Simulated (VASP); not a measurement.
CdI2, 3 atoms in the cell. It takes space group P-3m1 (No. 164, trigonal). Conventional cell: a = 4.240 Å, b = 4.240 Å, c = 6.836 Å, α = 90.00°, β = 90.00°, γ = 120.00°. Cd (site symmetry -3m) has 6 I at 3.00 Å within 3.9 Å. I (site symmetry 3m) has 3 Cd at 3.00 Å within 3.9 Å. 

```yaml
Program: VASP 6.6.1
Task: single point
Functional: PBE
Dispersion: D3(BJ)
Potentials_or_basis: VASP PAW PBE potentials, release 64 (Cd, I)
Cutoff: 500 eV
k_mesh: 6 × 6 × 4
Occupations: gaussian, width 0.02 eV
Spin: no spin polarisation
Dipole_correction: no
Further_INCAR_settings: ALGO = Normal; EDIFF = 1e-06; NBANDS = 20
```

Potentials or basis: VASP PAW PBE potentials, release 64 (Cd, I).

The run is started by

```bash
$ cat potpaw_PBE.64/Cd/POTCAR potpaw_PBE.64/I/POTCAR > POTCAR
$ mpirun -np 1 vasp_std > vasp.out
```

Hardware: 1 thread of Intel(R) Xeon(R) Platinum 8488C (Sapphire Rapids), with other jobs on the host.

Problem. Estimate the wall time of this run.

Solution. Run time: 28 s on 1 thread of Intel(R) Xeon(R) Platinum 8488C (Sapphire Rapids) (shared host), peak memory 0.24 GiB. Counts: scf iterations 12, k points 24.
